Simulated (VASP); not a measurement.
Here is a VASP 6.6.1 calculation.

INCAR

```
PREC = Accurate
ENCUT = 520
EDIFF = 1E-7
ISMEAR = 0
SIGMA = 0.05
LREAL = False
LASPH = True
NELM = 60
ALGO = Normal
ISIF = 2
LWAVE = False
LCHARG = False
GGA = PE
NBANDS = 16
```

Contents of KPOINTS:

```
Automatic mesh
0
Gamma
  12 12 6
```

POSCAR

```
BN
1.0
    2.7582547698      0.0000000000      0.0000000000
   -1.3791273849      2.3887187008      0.0000000000
    0.0000000000      0.0000000000      4.3959292000
B N
2 2
Direct
    0.6666666667      0.3333333333      0.9997240000
    0.3333333333      0.6666666667      0.4997240000
    0.6666666667      0.3333333333      0.6252760000
    0.3333333333      0.6666666667      0.1252760000
```

Potentials or basis: VASP PAW PBE potentials, release 64 (B, N).

Launch:

```bash
$ cat potpaw_PBE.64/B/POTCAR potpaw_PBE.64/N/POTCAR > POTCAR
$ mpirun -np 1 vasp_std > vasp.out
```

Problem. Estimate the band gap on the k mesh.

Solution. 5.47 eV, indirect (least direct gap 6.58 eV).

Problem. Estimate the largest force.

Solution. 0.106 eV/Å.

Stress tensor (GPa, compression positive):
```
-56.48   0.00   0.00
  0.00 -56.48   0.00
  0.00   0.00 -35.84
```

Caveat: the cell differs from its parent crystal (strain +0.080 along x and y, +0.040 along z). A k mesh can miss the band edges.
